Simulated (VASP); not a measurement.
PbSe: single point with PBEsol

Crystal: PbSe.

```
CELL_PARAMETERS angstrom
3.80938 0.00000 0.00000
0.00000 3.80938 0.00000
0.00000 0.00000 3.80938
ATOMIC_POSITIONS crystal
Pb 0.00000 0.00000 0.00000
Se 0.50000 0.50000 0.50000
```

| Property | Result |
| --- | --- |
| Program | VASP 6.6.1 |
| Task | single point |
| Functional | PBEsol |
| Potentials or basis | VASP PAW PBE potentials, release 64 (Pb_d, Se) |
| Cutoff | 500 eV |
| k mesh | 6 × 6 × 6 |
| Occupations | fermi-dirac, width 0.1 eV |
| Spin | no spin polarisation |

```
Pressure               : -4.0 GPa
Band gap on the k mesh : zero (band 10 reaches 5.07 eV, above the bottom of band 11 at 4.38 eV)
```

Levels at points of the mesh, in eV from the Fermi level:
| k point | band 8 | band 9 | band 10 | band 11 | band 12 | band 13 |
| --- | --- | --- | --- | --- | --- | --- |
| (0.00, 0.00, 0.00) | -1.51 | -1.51 | -1.51 | 5.01 | 5.01 | 5.85 |
| (0.50, 0.00, 0.00) | -0.38 | -0.32 | -0.32 | -0.03 | 3.29 | 3.29 |
| (0.50, 0.50, 0.00) | -4.31 | -4.31 | -0.06 | 3.96 | 3.96 | 4.82 |
| (0.50, 0.50, 0.50) | -2.34 | -2.34 | -2.34 | -0.65 | -0.65 | -0.65 |

It took 9.9 s on 1 thread of Intel(R) Xeon(R) 6975P-C (Granite Rapids) (shared host), peak memory 0.16 GiB.

Caveat: the PAW data sets were made with another functional, which shifts forces and pressure a little; spin-orbit coupling is left out, which moves the levels of the heavy elements.
